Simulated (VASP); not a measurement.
Crystal: Ge.

```xyz
2
Lattice="3.3216 0.0000 0.0000 -0.0385 3.8299 0.0000 -1.5980 -1.8705 3.3855" Properties=species:S:1:pos:R:3 pbc="T T T"
Ge    0.0299    0.0203    2.1109
Ge    1.6551    1.9391    1.2747
```

```yaml
Program: VASP 6.6.1
Task: relaxation of cell and atoms
Functional: PBE
Potentials_or_basis: VASP PAW PBE potentials, release 64 (Ge_d)
Cutoff: 600 eV
k_mesh: 6 × 6 × 6
Occupations: gaussian, width 0.1 eV
Spin: no spin polarisation
```

At the start: pressure 0.5 GPa; volume 21.53 Å³/atom.

Task: Where does the relaxation end?

Result: Over 8 steps the energy falls by 8.6 meV/atom and the volume is 21.43 Å³/atom (-0.5 %); space group Immm (No. 71, to 0.05 Å).

Step by step:
```
step  energy change (eV)  largest force (eV/Å)  pressure (GPa)  volume (Å³)
   1              0.0000                0.0827            0.46        43.07
   2             -0.0128                0.1499           -0.33        43.44
   3             -0.0129                0.1644           -0.44        43.48
   4             -0.0155                0.0530           -0.08        43.16
   5             -0.0158                0.0101            0.10        43.01
   6             -0.0169                0.0267            0.10        42.93
   7             -0.0172                0.0421            0.11        42.85
   8             -0.0173                0.0393            0.13        42.87
```

Final structure:
```
CELL_PARAMETERS angstrom
3.41432 0.02034 -0.01775
-0.01635 3.80485 -0.02785
-1.67177 -1.89308 3.32211
ATOMIC_POSITIONS crystal
Ge 0.30913 0.30900 0.61678
Ge 0.69088 0.69100 0.38322
```
